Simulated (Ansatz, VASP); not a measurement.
One calculation of Na, two programs

INCAR

```
PREC = Accurate
ENCUT = 520
EDIFF = 1E-7
ISMEAR = -1
SIGMA = 0.05
LREAL = False
LASPH = True
NELM = 60
ALGO = Normal
ISIF = 2
LWAVE = False
LCHARG = False
GGA = PE
NBANDS = 10
```

File KPOINTS:

```
regular mesh
0
Gamma
  12 12 12
```

Contents of POSCAR:

```
Na
1.0
   -2.0746412990      2.0746412990      2.0746412990
    2.0746412990     -2.0746412990      2.0746412990
    2.0746412990      2.0746412990     -2.0746412990
Na
1
Direct
    0.0000000000      0.0000000000      0.0000000000
```

Input for Ansatz:

```yaml
crystal:
  lattice:
    - [-2.074641299, 2.074641299, 2.074641299]
    - [2.074641299, -2.074641299, 2.074641299]
    - [2.074641299, 2.074641299, -2.074641299]
  atoms:
    - { symbol: Na, position: [0.0, 0.0, 0.0] }
kpoints:
  mp_grid: { grid: [12, 12, 12] }
scf:
  occupations: { method: fermi_dirac, width: 0.05 }
hamiltonian:
  xc: pbe
  pseudopotentials: { kind: all_electron, lapw: { basis_error: 0.00025 } }
output:
  forces: true
  stress: true
  eigenvalues: true
```

Change from the starting cell: volume scaled by 0.9405.

Alike in both runs: task single point; functional PBE; k mesh 12 × 12 × 12; occupations fermi-dirac, width 0.05 eV; no spin polarisation.

```csv
,VASP,Ansatz
version,VASP 6.6.1,Ansatz 0.2.0
potentials or method,"VASP PAW PBE potentials, release 64 (Na_pv), cutoff 520 eV","all-electron LAPW, scalar-relativistic"
```

```tsv
	VASP	Ansatz	Ansatz less VASP
pressure (GPa)	0.3	0.3	+0.01
```

Ansatz ran all-electron here, and VASP with PAW potentials.
